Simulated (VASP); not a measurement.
## Rh: single point with PBEsol

Rh:

```
CELL_PARAMETERS angstrom
2.77194 0.00000 0.00000
-1.38597 2.40057 0.00000
0.00000 0.00000 4.49492
ATOMIC_POSITIONS crystal
Rh 0.66667 0.33333 0.75000
Rh 0.33333 0.66667 0.25000
```

This cell differs from its parent crystal: strain +0.015 along x and y, +0.015 along z.

* Program: VASP 6.6.1
* Task: single point
* Functional: PBEsol
* Potentials or basis: VASP PAW PBE potentials, release 64 (Rh_pv)
* Cutoff: 520 eV
* k mesh: 18 × 18 × 12
* Occupations: gaussian, width 0.15 eV
* Spin: no spin polarisation
* Dipole correction: no
* Further INCAR settings: ALGO = Fast; EDIFF = 1e-07; NBANDS = 22

```
Pressure               : -22.3 GPa
Band gap on the k mesh : zero (band 15 reaches 10.90 eV, above the bottom of band 16 at 8.79 eV)
```

Stress tensor (GPa, compression positive):
```
-21.70   0.00   0.00
  0.00 -21.70   0.00
  0.00   0.00 -23.43
```

Levels at points of the mesh, in eV from the Fermi level:
```
           k point  band 12  band 13  band 14  band 15  band 16  band 17  band 18  band 19
(0.00, 0.00, 0.00)    -2.21    -2.21    -1.66    -1.66     0.13     0.13     0.73     7.75
(0.50, 0.00, 0.00)    -1.99    -1.92     0.38     0.54     0.65     2.76     4.69     9.66
(0.00, 0.00, 0.50)    -2.76    -2.76    -2.76    -0.39    -0.39    -0.39    -0.39    14.33
(0.50, 0.00, 0.50)    -1.46    -0.26    -0.26     0.54     0.54     2.51     2.51     8.50
```

It took 77 s on 1 thread of Intel(R) Xeon(R) 6975P-C (Granite Rapids), on a shared host, peak memory 0.24 GiB.

Caveat: the cell differs from its parent crystal (strain +0.015 along x and y, +0.015 along z); the PAW data sets were made with another functional, which shifts forces and pressure a little.
